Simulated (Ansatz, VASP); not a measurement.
**Two plane-wave programs on Ag**

The input INCAR:

```
  PREC = Accurate
  ENCUT = 520
  EDIFF = 1E-6
  ISMEAR = 0
  SIGMA = 0.1
  LREAL = False
  LASPH = True
  NELM = 100
  ALGO = Normal
  ISIF = 2
  LWAVE = False
  LCHARG = True
  GGA = PS
  LELF = True
  LVHAR = True
  NBANDS = 30
```

KPOINTS

```
Automatic mesh
0
Gamma
  6 6 4
```

POSCAR

```
Ag
1.0
    1.6293996204     -5.1687903367      0.0000000000
    1.6293996204      5.1687903367      0.0000000000
    0.0000000000      0.0000000000      4.3122479380
Ag
4
Direct
    0.0980000000      0.9020000000      0.9100000000
    0.5980000000      0.4020000000      0.5900000000
    0.9020000000      0.0980000000      0.0900000000
    0.4020000000      0.5980000000      0.4100000000
```

Input for Ansatz:

```yaml
crystal:
  lattice:
    - [1.6293996204, -5.1687903367, 0.0]
    - [1.6293996204, 5.1687903367, 0.0]
    - [0.0, 0.0, 4.312247938]
  atoms:
    - { symbol: Ag, position: [0.098, 0.902, 0.91] }
    - { symbol: Ag, position: [0.598, 0.402, 0.59] }
    - { symbol: Ag, position: [0.902, 0.098, 0.09] }
    - { symbol: Ag, position: [0.402, 0.598, 0.41] }
basis:
  ecutwfc: 420
kpoints:
  mp_grid: { grid: [6, 6, 4] }
hamiltonian:
  xc: pbesol
scf:
  occupations: { method: gaussian, width: 0.1 }
  lower_state_search: "off"
output:
  forces: true
  stress: true
  eigenvalues: true
```

Alike in both runs: task single point; functional PBEsol; k mesh 6 × 6 × 4; occupations gaussian, width 0.1 eV; no spin polarisation.

|  | VASP | Ansatz |
| --- | --- | --- |
| version | VASP 6.6.1 | Ansatz 0.2.0 |
| potentials or method | VASP PAW PBE potentials, release 64 (Ag), cutoff 520 eV | scalar-relativistic, plane waves, PAW |
| valence electrons in the cell | 44 | 76 |

```csv
,VASP,Ansatz,Ansatz less VASP
gap on the k mesh at the Fermi level (eV),none,none,-
rms of the force components (eV/Å),6.577,6.782,+0.2053
```

VASP's potentials were made for PBE, not for PBEsol. Atom by atom the forces differ by 0.207 eV/Å (rms over components). A gap of «none» marks a metal or a gap that the smearing closes. VASP's potentials hold 44 valence electrons a cell and Ansatz's 76, so a difference there can come from the potentials and not from the codes.

The k mesh is coarse, so the values compare programs but aren't converged.
